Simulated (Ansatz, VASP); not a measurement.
## HfC: VASP beside Ansatz

The input INCAR:

```
PREC     = Accurate       # precision mode
ENCUT    = 520            # plane-wave cutoff, eV
EDIFF    = 1E-6           # SCF threshold, eV
ISMEAR   = 0              # smearing method
SIGMA    = 0.1            # smearing width, eV
LREAL    = F              # projectors in reciprocal space
LASPH    = T              # aspherical terms in the spheres
NELM     = 100            # most SCF steps
ALGO     = Normal         # electronic algorithm
ISIF     = 2              # what is computed and relaxed
LWAVE    = F              # write WAVECAR
LCHARG   = F              # write CHGCAR
LDIPOL   = T            
IDIPOL   = 3            
DIPOL    = 0.5 0.5 0.500
GGA      = PS             # functional
NBANDS   = 54             # bands
```

Contents of KPOINTS:

```
Automatic mesh
0
Gamma
  10 10 1
```

File POSCAR:

```
HfC
1.0
    3.2580963670      0.0000000000      0.0000000000
    0.0000000000      3.2580963670      0.0000000000
    0.0000000000      0.0000000000     33.5415769010
Hf C
6 6
Direct
    0.9999999999      0.0000000000      0.3308308414
    0.5000000000      0.5000000000      0.3977449930
    0.9999999999      0.0000000000      0.4657898105
    0.5000000000      0.5000000000      0.5342101894
    0.9999999999      0.0000000000      0.6022550069
    0.5000000000      0.5000000000      0.6691691583
    0.5000000000      0.5000000000      0.3279511882
    0.9999999999      0.0000000000      0.3965429384
    0.5000000000      0.5000000000      0.4653410295
    0.9999999999      0.0000000000      0.5346589699
    0.5000000000      0.5000000000      0.6034570619
    0.9999999999      0.0000000000      0.6720488118
```

Input for Ansatz:

```yaml
crystal:
  lattice:
    - [3.258096367, 0.0, 0.0]
    - [0.0, 3.258096367, 0.0]
    - [0.0, 0.0, 33.541576901]
  atoms:
    - { symbol: Hf, position: [0.9999999999, 0.0, 0.3308308414] }
    - { symbol: C, position: [0.5, 0.5, 0.3279511882] }
    - { symbol: Hf, position: [0.5, 0.5, 0.397744993] }
    - { symbol: C, position: [0.9999999999, 0.0, 0.3965429384] }
    - { symbol: Hf, position: [0.9999999999, 0.0, 0.4657898105] }
    - { symbol: C, position: [0.5, 0.5, 0.4653410295] }
    - { symbol: Hf, position: [0.5, 0.5, 0.5342101894] }
    - { symbol: C, position: [0.9999999999, 0.0, 0.5346589699] }
    - { symbol: Hf, position: [0.9999999999, 0.0, 0.6022550069] }
    - { symbol: C, position: [0.5, 0.5, 0.6034570619] }
    - { symbol: Hf, position: [0.5, 0.5, 0.6691691583] }
    - { symbol: C, position: [0.9999999999, 0.0, 0.6720488118] }
basis:
  ecutwfc: 420
kpoints:
  mp_grid: { grid: [10, 10, 1] }
scf:
  occupations: { method: gaussian, width: 0.1 }
  n_extra_bands: 4
hamiltonian:
  xc: pbesol
  pseudopotentials: { kind: paw, azcp: { folder: soft_1 } }
output:
  eigenvalues: true
  forces: true
  stress: false
efield:
  axis: 3
  dipole_correction: true
```

Alike in both runs: task single point; functional PBEsol; k mesh 10 × 10 × 1; occupations gaussian, width 0.1 eV; no spin polarisation.

```csv
,VASP,Ansatz
version,VASP 6.6.1,Ansatz 0.2.0
potentials or method,"VASP PAW PBE potentials, release 64 (Hf_pv, C), cutoff 520 eV","plane-wave PAW, scalar-relativistic"
valence electrons in the cell,84,180
```

```tsv
	VASP	Ansatz	Ansatz less VASP
rms of the force components (eV/Å)	0.011	0.001	-0.0102
```

VASP's potentials were made for PBE, not for PBEsol, and Ansatz warns of the same on its side. With one functional, cell and mesh, what is left measures potentials, basis and numerics. VASP's potentials hold 84 valence electrons a cell and Ansatz's 180, so a difference there can come from the potentials and not from the codes. Ansatz's warnings: vacuum below fermi.

Spin-orbit coupling is off throughout.
